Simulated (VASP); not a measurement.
A run of VASP 6.6.1 is set up as follows.

File INCAR:

```
SYSTEM = Ge
PREC = Accurate
ENCUT = 520
EDIFF = 1E-7
ISMEAR = 0
SIGMA = 0.1
LREAL = .False.
LASPH = .True.
NELM = 60
ALGO = Normal
ISIF = 2
LWAVE = .False.
LCHARG = .False.
GGA = PS
NBANDS = 13
```

The input KPOINTS:

```
regular mesh
0
Gamma
  24 24 22
  0 0 0
```

Contents of POSCAR:

```
Ge
1.0
    2.8356405375      0.0000000000      0.0000000000
   -1.4178202687      2.4557367415      0.0000000000
    0.0000000000      0.0000000000      2.6386519567
Ge
1
Direct
    0.0000000000      0.0000000000      0.0000000000
```

Potentials or basis: VASP PAW PBE potentials, release 64 (Ge_d).

Launch:

```bash
$ cat potpaw_PBE.64/Ge_d/POTCAR > POTCAR
$ mpirun -np 1 vasp_std > vasp.out
```

Estimate the band gap on the k mesh.

zero (band 7 reaches 13.91 eV, above the bottom of band 8 at 3.18 eV).

Predict the pressure.

-0.1 GPa.

Stress tensor (GPa, compression positive):
```
-0.11  0.00  0.00
 0.00 -0.11  0.00
 0.00  0.00 -0.20
```

Caveat: the PAW data sets were made with another functional, which shifts forces and pressure a little.
